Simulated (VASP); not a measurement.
# Ba (P2/m) in VASP: single point with r2SCAN

Aim: the single point of Ba with r2SCAN.

Program: VASP 6.6.1. These are calculated values, not measurements. Logs are shortened: lines on timing, memory, paths and dates and some standing lists are left out, and cuts for length are marked.

## Step 1: The cell of the first run

The structure is monoclinic, space group P2/m (No. 10). Conventional cell: a = 3.911 Å, b = 5.700 Å, c = 4.076 Å, α = 90.00°, β = 116.50°, γ = 90.00°. Within 5.1 Å of Ba (site symmetry 2/m) lie 6 Ba at 3.91 to 4.21 Å.

## Step 2: Single point, r2SCAN (strain +0.0375 x Voigt [0, 0, 0, 0, 0, 1])

Input file POSCAR:

```
Ba
1.0
    1.8865625000     -3.6133437500      0.0000000000
    2.0234375000      3.6866562500      0.0000000000
    0.0000000000      0.0000000000      5.7000000000
Ba
1
Direct
    0.0000000000      0.0000000000      0.0000000000
```

Input file INCAR.step1:

```
PREC = Accurate ; ENCUT = 520
ISMEAR = 0 ; SIGMA = 0.15
LREAL = False ; LASPH = True
NELM = 100 ; NBANDS = 11
GGA = PE ; ALGO = Normal
EDIFF = 1E-4 ; LWAVE = True
LCHARG = False
```

Input file INCAR.step2:

```
PREC = Accurate ; ENCUT = 520
EDIFF = 1E-7 ; ISMEAR = 0
SIGMA = 0.15 ; LREAL = False
LASPH = True ; NELM = 100
ALGO = Normal ; ISIF = 2
LWAVE = False ; LCHARG = False
METAGGA = R2SCAN ; LMIXTAU = True
NBANDS = 11 ; ISTART = 1
```

Input file KPOINTS:

```
regular mesh
0
Gamma
  14 14 8
```

Potentials or basis: VASP PAW PBE potentials, release 64 (Ba_sv).

Command:

```bash
cat potpaw_PBE.64/Ba_sv/POTCAR > POTCAR
cp INCAR.step1 INCAR
mpirun -np 1 vasp_std > vasp.out
cp INCAR.step2 INCAR
mpirun -np 1 vasp_std > vasp.out
```

OUTCAR:

```text
PREC = Accurate
   ENCUT = 520
   EDIFF = 1E-7
   ISMEAR = 0
   LREAL = False
   LASPH = True
   NELM = 100
   ISIF = 2
   METAGGA = R2SCAN
   ISTART = 1

 ion  position               nearest neighbor table
   1  0.000  0.000  0.000-

  LATTYP: Found a simple monoclinic cell.
 ALAT       =     3.9106872443
 B/A-ratio  =     1.4575443251
 C/A-ratio  =     1.0423220813
 COS(beta)  =    -0.4461249714

  Lattice vectors:

 A1 = (   3.9100000000,   0.0733125000,   0.0000000000)
 A2 = (   0.0000000000,   0.0000000000,  -5.7000000000)
 A3 = (  -1.8865625000,   3.6133437500,   0.0000000000)

Analysis of symmetry for initial positions (statically):
=====================================================================
 Subroutine PRICEL returns:
 Original cell was already a primitive cell.

 Routine SETGRP: Setting up the symmetry group for a
 simple monoclinic supercell.

 Subroutine GETGRP returns: Found  4 space group operations
 (whereof  4 operations were pure point group operations)
 out of a pool of  4 trial point group operations.

The static configuration has the point symmetry C_2h.

Analysis of symmetry for dynamics (positions and initial velocities):
=====================================================================
 Subroutine PRICEL returns:
 Original cell was already a primitive cell.

 Routine SETGRP: Setting up the symmetry group for a
 simple monoclinic supercell.

 Subroutine GETGRP returns: Found  4 space group operations
 (whereof  4 operations were pure point group operations)
 out of a pool of  4 trial point group operations.

The dynamic configuration has the point symmetry C_2h.

 Subroutine INISYM returns: Found  4 space group operations
 (whereof  4 operations are pure point group operations),
 and found     1 'primitive' translations

----------------------------------------------------------------------------------------

                                     Primitive cell

  volume of cell :      81.3190

  direct lattice vectors                    reciprocal lattice vectors
     1.886562500 -3.613343750  0.000000000     0.258413817 -0.141831560  0.000000000
     2.023437500  3.686656250  0.000000000     0.253275025  0.132237395  0.000000000
     0.000000000  0.000000000  5.700000000     0.000000000  0.000000000  0.175438596

  length of vectors
     4.076195668  4.205440955  5.700000000     0.294777700  0.285718334  0.175438596

  position of ions in fractional coordinates (direct lattice)
     0.000000000  0.000000000  0.000000000

  ion indices of the primitive-cell ions
   primitive index   ion index
                 1           1

----------------------------------------------------------------------------------------

 KPOINTS: regular mesh

Automatic generation of k-mesh.
 Grid dimensions read from file:
 generate k-points for:   14   14    8

 Generating k-lattice:

  Cartesian coordinates                     Fractional coordinates (reciprocal lattice)
     0.018458130 -0.010130826  0.000000000     0.071428571  0.000000000  0.000000000
     0.018091073  0.009445528  0.000000000     0.000000000  0.071428571  0.000000000
     0.000000000  0.000000000  0.021929825     0.000000000  0.000000000  0.125000000

  Length of vectors
     0.021055550  0.020408452  0.021929825

  Shift w.r.t. Gamma in fractional coordinates (k-lattice)
     0.000000000  0.000000000  0.000000000

 Subroutine IBZKPT returns following result:
 ===========================================

 Found    500 irreducible k-points:

 Following reciprocal coordinates:
            Coordinates               Weight
  0.000000  0.000000  0.000000      1.000000
  0.071429  0.000000  0.000000      2.000000
  0.142857  0.000000  0.000000      2.000000
  0.214286  0.000000  0.000000      2.000000
  0.285714  0.000000  0.000000      2.000000
  0.357143  0.000000  0.000000      2.000000
[... 16 lines left out ...]
 -0.000000  0.142857  0.000000      2.000000
  0.071429  0.142857  0.000000      2.000000
 [... further k-points ...]
   k-points           NKPTS =    500   k-points in BZ     NKDIM =    500   number of bands    NBANDS=     11
   number of dos      NEDOS =    301   number of ions     NIONS =      1
   total plane-waves  NPLWV =  40320
   dimension x,y,z NGX =    30 NGY =   32 NGZ =   42
   dimension x,y,z NGXF=    60 NGYF=   64 NGZF=   84
   ions per type =               1
   NGX,Y,Z   is equivalent  to a cutoff of  12.24, 12.65, 12.25 a.u.
   NGXF,Y,Z  is equivalent  to a cutoff of  24.47, 25.30, 24.50 a.u.
 SYSTEM =  unknown system
   PREC   = accura    normal or accurate (medium, high low for compatibility)
   ISTART =      1    job   : 0-new  1-cont  2-samecut
   ICHARG =      0    charge: 1-file 2-atom 10-const
   ISPIN  =      1    spin polarized calculation?
   LNONCOLLINEAR =      F non collinear calculations
   LSORBIT =      F    spin-orbit coupling
   LASPH  =      T    aspherical Exc in radial PAW
   ENCUT  =  520.0 eV  38.22 Ry    6.18 a.u.   7.58  7.82 10.60*2*pi/ulx,y,z
   NELM   =    100;   NELMIN=  2; NELMDL=  0     # of ELM steps
   EDIFF  = 0.1E-06   stopping-criterion for ELM
   LREAL  =      F    real-space projection
   EDIFFG = 0.1E-05   stopping-criterion for IOM
   NSW    =      0    number of steps for IOM
   IBRION =     -1    ionic relax: 0-MD 1-quasi-New 2-CG
   NFREE  =      0    steps in history (QN), initial steepest desc. (CG)
   ISIF   =      2    stress and relaxation
   ISYM   =      2    0-nonsym 1-usesym 2-fastsym
   POTIM  = 0.5000    time-step for ionic-motion
   TEBEG  =    0.0;   TEEND  =   0.0 temperature during run
   PSTRESS=    0.0 pullay stress
   NELECT =      10.0000    total number of electrons
   NUPDOWN=      -1.0000    fix difference up-down
   EMIN   =  10.00;   EMAX   =-10.00  energy-range for DOS
   EFERMI =   0.00;   METHOD = LEGACY
   ISMEAR =     0;   SIGMA  =   0.15  broadening in eV -4-tet -1-fermi 0-gaus
   EFERMI_NEDOS =   21; number of points for ismear=-14 and -15
   IALGO  =     38    algorithm
   IMIX   =      4    mixing-type and parameters
     AMIX     =   0.40;   BMIX     =  1.00
     AMIX_MAG =   1.60;   BMIX_MAG =  1.00
  volume/ion in A,a.u.               =      81.32       548.77
  Fermi-wavevector in a.u.,A,eV,Ry     =   0.814100  1.538425  9.017374  0.662758
  Thomas-Fermi vector in A             =   1.923945
   LORBIT       =      0    0 simple, 1 ext, 2 COOP (PROOUT), +10 PAW based schemes
   METAGGA = R2SCAN    functional components
   LHFCALC =     F    Hartree Fock is set to
   AEXX    =    0.0000 exact exchange contribution
   IVDW    =     0    specifies the selected vdW correction
   LEPSILON=     F    determine dielectric tensor
   LRPA    =     F    only Hartree local field effects (RPA)
 non-spin polarized calculation
 Gauss-broadening in eV      SIGMA  =   0.15
  energy-cutoff  :      520.00
  volume of cell :       81.32
 maximum number of plane-waves:      2211
   NGX = 15   NGY = 15   NGZ = 21

 number of electron      10.0000000 magnetization

 Free energy of the ion-electron system (eV)
  ---------------------------------------------------
  ext. energy  EPLUGINS =         0.00000000
  ---------------------------------------------------
  free energy    TOTEN  =       -25.80183397 eV

  energy without entropy =      -25.77362945  energy(sigma->0) =      -25.78773171

 E-fermi :   0.8050     XC(G=0):  -6.8338

 val. band max:        0.8033131726   @ k =  -0.3571   0.2857   0.3750
 cond. band min:       0.8114128756   @ k =   0.1429   0.4286   0.5000
 fundamental gap:      0.0080997030
 Fermi energy:         0.8049854730

 k-point     1 :       0.0000    0.0000    0.0000
  band No.  band energies     occupation
      1     -29.4094      2.00000
      2     -14.2308      2.00000
      3     -13.7498      2.00000
      4     -13.6927      2.00000
      5      -1.6795      2.00000
      6       0.7964      1.06458
      7       2.4398      0.00000
      8       3.5153      0.00000
      9       4.1979      0.00000
     10       5.1707      0.00000
     11       5.4444      0.00000

 k-point     2 :       0.0714    0.0000    0.0000
  band No.  band energies     occupation
      1     -29.4037      2.00000
      2     -14.2233      2.00000
      3     -13.7706      2.00000
      4     -13.7371      2.00000
      5      -1.5587      2.00000
      6       0.8869      0.44009
      7       2.5441      0.00000
      8       3.2731      0.00000
      9       3.8426      0.00000
     10       5.1412      0.00000
     11       5.8054      0.00000

 k-point     3 :       0.1429    0.0000    0.0000
  band No.  band energies     occupation
      1     -29.3877      2.00000
      2     -14.2023      2.00000
      3     -13.8974      2.00000
      4     -13.7890      2.00000
      5      -1.2226      2.00000
      6       1.1411      0.00153
      7       2.5681      0.00000
      8       3.0817      0.00000
      9       3.2566      0.00000
     10       4.9861      0.00000
     11       6.4754      0.00000

 k-point     4 :       0.2143    0.0000    0.0000
  band No.  band energies     occupation
      1     -29.3643      2.00000
      2     -14.1716      2.00000
      3     -14.0956      2.00000
      4     -13.8396      2.00000
      5      -0.7469      2.00000
      6       1.4103      0.00000
      7       2.2728      0.00000
      8       2.7060      0.00000
      9       3.6159      0.00000
     10       4.7753      0.00000
     11       7.0883      0.00000

 k-point     5 :       0.2857    0.0000    0.0000
  band No.  band energies     occupation
      1     -29.3382      2.00000
      2     -14.3066      2.00000
      3     -14.1373      2.00000
      4     -13.8936      2.00000
      5      -0.2687      2.00000
      6       1.3601      0.00000
      7       2.2477      0.00000
      8       2.5797      0.00000
      9       4.4078      0.00000
     10       4.5651      0.00000
     11       7.4056      0.00000
[... 211 lines left out ...]
 k-point    21 :      -0.1429    0.0714    0.0000
  band No.  band energies     occupation
      1     -29.3959      2.00000
      2     -14.2124      2.00000
      3     -13.8644      2.00000
      4     -13.7401      2.00000
      5      -1.3524      2.00000
      6       1.0362      0.02930
      7       2.3212      0.00000
      8       3.4048      0.00000
      9       3.4809      0.00000
     10       5.1543      0.00000
     11       6.1937      0.00000

 k-point    22 :      -0.0714    0.0714    0.0000
  band No.  band energies     occupation
      1     -29.4056      2.00000
      2     -14.2254      2.00000
      3     -13.7915      2.00000
      4     -13.7000      2.00000
      5      -1.5747      2.00000
      6       0.8700      0.53972
      7       2.3438      0.00000
      8       3.5942      0.00000
      9       3.8256      0.00000
     10       5.4005      0.00000
     11       5.5667      0.00000

 k-point    23 :      -0.0000    0.1429    0.0000
  band No.  band energies     occupation
      1     -29.3901      2.00000
      2     -14.2051      2.00000
      3     -13.8951      2.00000
      4     -13.7701      2.00000
      5      -1.2488      2.00000
      6       1.1125      0.00374
      7       2.3244      0.00000
      8       3.2567      0.00000
      9       3.4705      0.00000
     10       5.0950      0.00000
     11       6.3539      0.00000

 k-point    24 :       0.0714    0.1429    0.0000
  band No.  band energies     occupation
      1     -29.3736      2.00000
      2     -14.1840      2.00000
      3     -14.0458      2.00000
      4     -13.7897      2.00000
      5      -0.9311      2.00000
      6       1.3456      0.00000
      7       2.1976      0.00000
      8       2.8585      0.00000
      9       3.5493      0.00000
     10       4.9795      0.00000
     11       6.7988      0.00000

 [... further k-points ...]
[... 5 lines left out ...]
  --------------------------------------------------------------------------------------
  -------------------------------------------------------------------------------------
  Total        1.3961738      0.7712015     -1.1986053     -0.0807649      0.0000000      0.0000000
  in kB       27.5079545     15.1945086    -23.6153833     -1.5912604      0.0000000      0.0000000
  external PRESSURE =       6.3623599 kB  Pullay stress =       0.0000000 kB

 VOLUME and BASIS-vectors are now :
 -----------------------------------------------------------------------------
  energy-cutoff  :      520.00
  volume of cell :       81.32
      direct lattice vectors                 reciprocal lattice vectors
     1.886562500 -3.613343750  0.000000000     0.258413817 -0.141831560  0.000000000
     2.023437500  3.686656250  0.000000000     0.253275025  0.132237395  0.000000000
     0.000000000  0.000000000  5.700000000     0.000000000  0.000000000  0.175438596

 POSITION                                       TOTAL-FORCE (eV/Angst)
 -----------------------------------------------------------------------------------
      0.00000      0.00000      0.00000         0.000000      0.000000      0.000000
 -----------------------------------------------------------------------------------
    total drift:                                0.000000      0.000000      0.000000

  FREE ENERGIE OF THE ION-ELECTRON SYSTEM (eV)
  ---------------------------------------------------
  free  energy   TOTEN  =       -25.8018339735 eV

  energy  without entropy=      -25.7736294537  energy(sigma->0) =      -25.78773171
```

It took 18 min on 1 thread of AMD EPYC 9R45 (Zen 5), shared host; peak memory 0.52 GiB.

Results:

| Quantity | Value |
| --- | --- |
| Free energy | -25.8018 eV |
| Pressure | 0.6 GPa |
| Band gap on the k mesh | zero (bands 5 and 6 overlap by 1.03 eV) |

Caveat: the cell differs from its parent crystal (strain +0.0375 x Voigt [0, 0, 0, 0, 0, 1]); the PAW data sets were made with another functional, which shifts forces and pressure a little; spin-orbit coupling is left out, which moves the levels of the heavy elements.
